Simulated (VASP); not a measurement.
Here is a VASP 6.6.1 calculation.

Contents of INCAR:

```
SYSTEM = AgCl
PREC = Accurate
ENCUT = 520
EDIFF = 1E-6
ISMEAR = -1
SIGMA = 0.01
LREAL = .FALSE.
LASPH = .TRUE.
NELM = 100
ALGO = Normal
ISIF = 2
LWAVE = .FALSE.
LCHARG = .FALSE.
GGA = PS
NBANDS = 16
```

File KPOINTS:

```
regular mesh
0
G
  9 9 9
  0 0 0
```

Contents of POSCAR:

```
AgCl
1.0
    3.4339730000     -0.0171698650     -0.0171698650
   -0.0171698650      3.4339730000     -0.0171698650
   -0.0171698650     -0.0171698650      3.4339730000
Ag Cl
1 1
Direct
    0.0000000000      0.0000000000      0.0000000000
    0.5000000000      0.5000000000      0.5000000000
```

Potentials or basis: VASP PAW PBE potentials, release 64 (Ag, Cl).

Launch:

```console
$ cat potpaw_PBE.64/Ag/POTCAR potpaw_PBE.64/Cl/POTCAR > POTCAR
$ mpirun -np 1 vasp_std > vasp.out
```

Problem. Predict the pressure.

Solution. -4.7 GPa.

Problem. What does it give for the band gap on the k mesh?

Solution. 0.41 eV, indirect (least direct gap 1.91 eV).

Stress tensor (GPa, compression positive):
```
-4.68 -0.15 -0.15
-0.15 -4.68 -0.15
-0.15 -0.15 -4.68
```

Caveat: the cell differs from its parent crystal (equal xy, yz and zx shear strains of -1 %); the PAW data sets were made with another functional, which shifts forces and pressure a little. A k mesh can miss the band edges.
